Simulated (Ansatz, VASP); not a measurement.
## Be2C in VASP and in Ansatz

```xyz
3
Lattice="0.0000 2.1794 2.1794 2.1794 0.0000 2.1794 2.1794 2.1794 0.0000" Properties=species:S:1:pos:R:3 pbc="T T T"
Be    1.0897    1.0897    1.0897
Be    3.2690    3.2690    3.2690
C     0.0000    0.0000    0.0000
```

Alike in both runs: functional RPBE; k mesh 8 × 8 × 8; no spin polarisation.

Ansatz relaxed the structure, and its values are those at the end. VASP's run is a single point on that final structure, the one shown.

|  | VASP | Ansatz |
| --- | --- | --- |
| version | VASP 6.6.1 | Ansatz 0.2.0 |
| potentials or method | VASP PAW PBE potentials, release 64 (Be, C) | plane waves, PAW |
| plane-wave cutoff (eV) | 600 | 420 |
| occupations | gaussian, width 0.01 eV | fixed |
| valence electrons in the cell | 8 | 8 |

VASP gave:

| Property | Result |
| --- | --- |
| pressure (GPa) | 0.1 |

**Question.** Which values does Ansatz return?

**Answer.** Pressure (GPa): 0.0.

VASP's potentials were made for PBE, not for RPBE.
